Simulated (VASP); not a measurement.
**V3F: relaxation of cell and atoms with PBE**

V3F:

```
V F
1.0
     2.28800    1.32098    2.89567
    -2.28800    1.32098    2.89567
     0.00000   -2.64196    2.89567
V F
3 1
Direct
  0.25099 0.25099 0.25099
  0.74901 0.74901 0.74901
  0.50000 0.50000 0.50000
  0.00000 0.00000 0.00000
```

The cell was generated, and may not be a known phase.

```
Program                : VASP 6.6.1
Task                   : relaxation of cell and atoms
Functional             : PBE
Potentials or basis    : VASP PAW PBE potentials, release 64 (V_sv, F)
Cutoff                 : 600 eV
k mesh                 : 12 × 12 × 12
Occupations            : gaussian, width 0.1 eV
Spin                   : no spin polarisation
Dipole correction      : no
Further INCAR settings : ALGO = Normal; EDIFF = 1e-06; IBRION = 2; EDIFFG = -0.01; NSW = 100; ISIF = 3
```

- Relaxed volume: 13.13 Å³/atom
- Relaxed cell: a = 3.926 Å, b = 3.926 Å, c = 3.926 Å, α = 71.14°, β = 71.14°, γ = 71.14°
- Space group after relaxing (to 0.1 Å): R-3m (No. 166)
- Energy gained by relaxing: 0.4 meV/atom
- Ionic steps: 8
- Pressure after relaxing: 0.0 GPa
- Largest force after relaxing: 0.008 eV/Å
- Band gap on the k mesh: zero (bands 23 and 24 overlap by 0.42 eV)

Forces on the atoms (eV/Å):
```
V    0.000  0.000 -0.008
V    0.000  0.000  0.008
V    0.000  0.000  0.000
F    0.000  0.000  0.000
```

Stress tensor (GPa, compression positive):
```
 0.07  0.00  0.00
 0.00  0.07  0.00
 0.00  0.00 -0.08
```

Step by step:
| step | energy change (eV) | largest force (eV/Å) | pressure (GPa) | volume (Å³) |
| --- | --- | --- | --- | --- |
| 1 | 0.0000 | 0.0782 | 0.46 | 52.51 |
| 2 | -0.0008 | 0.0372 | -0.50 | 52.80 |
| 3 | -0.0009 | 0.0464 | -0.27 | 52.73 |
| 4 | -0.0013 | 0.0318 | -0.14 | 52.63 |
| 5 | -0.0015 | 0.0199 | 0.00 | 52.54 |
| 6 | -0.0015 | 0.0150 | 0.10 | 52.49 |
| 7 | -0.0015 | 0.0163 | 0.08 | 52.50 |
| 8 | -0.0015 | 0.0079 | 0.02 | 52.54 |

Final structure:
```cif
data_structure
_symmetry_space_group_name_H-M 'P 1'
_symmetry_Int_Tables_number 1
_cell_length_a 3.9257
_cell_length_b 3.9257
_cell_length_c 3.9257
_cell_angle_alpha 71.141
_cell_angle_beta 71.141
_cell_angle_gamma 71.141
_cell_volume 52.54
loop_
_atom_site_label
_atom_site_type_symbol
_atom_site_fract_x
_atom_site_fract_y
_atom_site_fract_z
_atom_site_occupancy
V1 V 0.24971 0.24971 0.24971 1
V2 V 0.75029 0.75029 0.75029 1
V3 V 0.50000 0.50000 0.50000 1
F1 F 0.00000 0.00000 0.00000 1
```

Levels at points of the mesh, in eV from the Fermi level:
```
           k point  band 19  band 20  band 21  band 22  band 23  band 24  band 25  band 26  band 27
(0.00, 0.00, 0.00)    -2.23    -0.91    -0.25    -0.25    -0.18    -0.18     1.31     1.44     1.44
(0.50, 0.00, 0.00)    -1.19    -0.95    -0.76    -0.52    -0.31     0.06     0.27     0.43     0.79
(0.50, 0.50, 0.00)    -1.07    -0.78    -0.74    -0.68    -0.57     0.85     0.89     1.32     1.86
(0.50, 0.50, 0.50)    -0.74    -0.68    -0.68    -0.16    -0.10     0.18     0.18     0.79     0.79
```

It took 9.3 min on 1 thread of Intel(R) Xeon(R) 6975P-C (Granite Rapids) (shared host), peak memory 0.4 GiB.

Caveat: the run has no spin polarisation, though such a crystal can be magnetic. With open d or f shells a metallic result of PBE can be an artefact of self-interaction; +U or a hybrid may open a gap.
